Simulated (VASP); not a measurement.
**HfN: single point with PBE**

HfN:

```
Hf N
1.0
     0.00000    2.07828    2.07828
     2.07828    0.00000    2.07828
     2.07828    2.07828    0.00000
Hf N
1 1
Direct
  0.00000 0.00000 0.00000
  0.50000 0.50000 0.50000
```

This cell differs from its parent crystal: strain -0.080 along x and y, -0.080 along z.

```
Program                : VASP 6.6.1
Task                   : single point
Functional             : PBE
Potentials or basis    : VASP PAW PBE potentials, release 64 (Hf_pv, N)
Cutoff                 : 520 eV
k mesh                 : 18 × 18 × 18
Occupations            : gaussian, width 0.15 eV
Spin                   : no spin polarisation
Dipole correction      : no
Further INCAR settings : ALGO = Normal; EDIFF = 1e-06; NBANDS = 14
```

```
Pressure               : 123.9 GPa
Band gap on the k mesh : zero (an odd number of electrons rules out a gap without spin polarisation)
```

Levels at points of the mesh, in eV from the Fermi level:
| k point | band 6 | band 7 | band 8 | band 9 | band 10 | band 11 |
| --- | --- | --- | --- | --- | --- | --- |
| (0.00, 0.00, 0.00) | -3.24 | -3.24 | -0.54 | -0.54 | -0.54 | 2.63 |
| (0.50, 0.00, 0.00) | -7.55 | -7.55 | 4.59 | 5.14 | 5.14 | 5.95 |
| (0.50, 0.50, 0.00) | -4.92 | -3.60 | -3.60 | 5.62 | 7.74 | 7.74 |

Run time: 110 s on 1 thread of Intel Xeon 8259CL, on a shared host, peak memory 0.18 GiB.

Caveat: the cell differs from its parent crystal (strain -0.080 along x and y, -0.080 along z); the cell stands under pressure; spin-orbit coupling is left out, which moves the levels of the heavy elements; an odd number of electrons without spin polarisation forces a metal; a magnetic or distorted state may lie lower.
